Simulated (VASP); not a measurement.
Crystal: MnAs.

```
As Mn
1.0
     3.71000    0.00000    0.00000
    -1.85500    3.21295    0.00000
     0.00000    0.00000    5.69100
As Mn
2 2
Direct
  0.66667 0.33333 0.75000
  0.33333 0.66667 0.25000
  0.00000 0.00000 0.50000
  0.00000 0.00000 0.00000
```

* Program: VASP 6.6.1
* Task: relaxation of cell and atoms
* Functional: PBE
* Dispersion: D4
* Potentials or basis: VASP PAW PBE potentials, release 64 (As, Mn_pv)
* Cutoff: 600 eV
* k mesh: 8 × 8 × 5
* Occupations: fermi-dirac, width 0.05 eV
* Spin: collinear spin, ferromagnetic start
* Starting moments: [0.0, 0.0, 4.0, 4.0] μB

At the start: pressure -6.9 GPa; volume 16.96 Å³/atom.

Question: Where does the relaxation end?

Answer: Over 3 steps the energy falls by 48.6 meV/atom and the volume is 15.15 Å³/atom (-10.7 %); space group P6_3/mmc (No. 194, to 0.1 Å) before and after; moment 5.23 μB per cell.

The path:
| step | energy change (eV) | largest force (eV/Å) | pressure (GPa) | volume (Å³) |
| --- | --- | --- | --- | --- |
| 1 | 0.0000 | 0.0000 | -6.93 | 67.84 |
| 2 | -0.1938 | 0.0000 | -0.48 | 60.88 |
| 3 | -0.1943 | 0.0000 | -0.04 | 60.60 |

Final structure:
```yaml
crystal:
  lattice:
    - [3.59042, 0.00000, 0.00000]
    - [-1.79521, 3.10939, 0.00000]
    - [0.00000, 0.00000, 5.42792]
  atoms:
    - { symbol: As, position: [0.66667, 0.33333, 0.75000] }
    - { symbol: As, position: [0.33333, 0.66667, 0.25000] }
    - { symbol: Mn, position: [0.00000, 0.00000, 0.50000] }
    - { symbol: Mn, position: [0.00000, 0.00000, 0.00000] }
```

Caveat: only a ferromagnetic start was run, and an antiferromagnetic order may lie lower in energy.
